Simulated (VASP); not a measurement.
Here is a VASP 6.6.1 calculation.

The input INCAR:

```
SYSTEM = Be4S
  PREC = Accurate
  ENCUT = 600
  EDIFF = 1E-6
  ISMEAR = 0
  SIGMA = 0.1
  LREAL = .FALSE.
  LASPH = .TRUE.
  NELM = 60
  ALGO = Normal
  ISIF = 3
  LWAVE = .FALSE.
  LCHARG = .FALSE.
  GGA = PE
  IBRION = 2
  NSW = 100
  EDIFFG = -0.01
```

Contents of KPOINTS:

```
Automatic mesh
0
G
  10 10 10
  0 0 0
```

POSCAR

```
Be4S
1.0
    3.8609425762      0.0000000000      0.0000000000
    0.0000000000      3.8609425762      0.0000000000
    0.0000000000      0.0000000000      3.8609425762
Be S
4 1
Direct
    0.8010688081      0.8010688081      0.8010688081
    0.1989311919      0.1989311919      0.8010688081
    0.1989311919      0.8010688081      0.1989311919
    0.8010688081      0.1989311919      0.1989311919
    0.5000000000      0.5000000000      0.5000000000
```

Potentials or basis: VASP PAW PBE potentials, release 64 (Be, S).

Command:

```console
$ cat potpaw_PBE.64/Be/POTCAR potpaw_PBE.64/S/POTCAR > POTCAR
$ mpirun -np 1 vasp_std > vasp.out
```

Problem. Estimate the relaxed cell.

Solution. a = 3.866 Å, b = 3.866 Å, c = 3.866 Å, α = 90.00°, β = 90.00°, γ = 90.00°.

Problem. Predict the space group after relaxing (to 0.1 Å).

Solution. P-43m (No. 215).

Problem. What does it give for the relaxed volume?

Solution. 11.55 Å³/atom.

Problem. What does it give for the band gap on the k mesh?

Solution. Zero (bands 7 and 8 overlap by 3.40 eV).

Step by step:
```
step  energy change (eV)  largest force (eV/Å)  pressure (GPa)  volume (Å³)
   1              0.0000                0.0097            0.36        57.55
   2             -0.0003                0.0058            0.02        57.77
```
